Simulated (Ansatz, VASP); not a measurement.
Cd: VASP beside Ansatz

The input INCAR:

```
SYSTEM = Cd
ALGO = Normal
EDIFF = 1E-6
ENCUT = 540
GGA = PS
GGA_COMPAT = .False.
ISIF = 2
ISMEAR = 0
LASPH = .True.
LCHARG = .True.
LELF = .True.
LREAL = .False.
LVHAR = .True.
LWAVE = .False.
NBANDS = 16
NELM = 120
PREC = Accurate
SIGMA = 0.15
```

Contents of KPOINTS:

```
k-points
0
Gamma
  20 20 20
  0 0 0
```

File POSCAR:

```
Cd
1.0
   -2.0029345540      2.0029345540      1.4160747297
    2.0029345540     -2.0029345540      1.4160747297
    2.0029345540      2.0029345540     -1.4160747297
Cd
1
Direct
    0.0000000000      0.0000000000      0.0000000000
```

Input for Ansatz:

```yaml
crystal:
  lattice:
    - [-2.002934554, 2.002934554, 1.4160747297]
    - [2.002934554, -2.002934554, 1.4160747297]
    - [2.002934554, 2.002934554, -1.4160747297]
  atoms:
    - { symbol: Cd, position: [0.0, 0.0, 0.0] }
basis:
  ecutwfc: 420
kpoints:
  mp_grid: { grid: [20, 20, 20] }
hamiltonian:
  xc: pbesol
scf:
  occupations: { method: gaussian, width: 0.15 }
output:
  forces: true
  stress: true
  eigenvalues: true
```

Alike in both runs: task single point; functional PBEsol; k mesh 20 × 20 × 20; occupations gaussian, width 0.15 eV; no spin polarisation.

|  | VASP | Ansatz |
| --- | --- | --- |
| version | VASP 6.6.1 | Ansatz 0.2.0 |
| potentials or method | VASP PAW PBE potentials, release 64 (Cd_sv_GW), cutoff 540 eV | scalar-relativistic, plane waves, PAW |
| valence electrons in the cell | 20 | 20 |

```tsv
	VASP	Ansatz	Ansatz less VASP
gap on the k mesh at the Fermi level (eV)	none	none	-
pressure (GPa)	-3.8	-1.8	+2.02
traceless stress, the component that is largest in VASP (GPa)	2.28	2.28	-0.002
```

VASP's potentials were made for PBE, not for PBEsol. A gap of «none» marks a metal or a gap that the smearing closes.
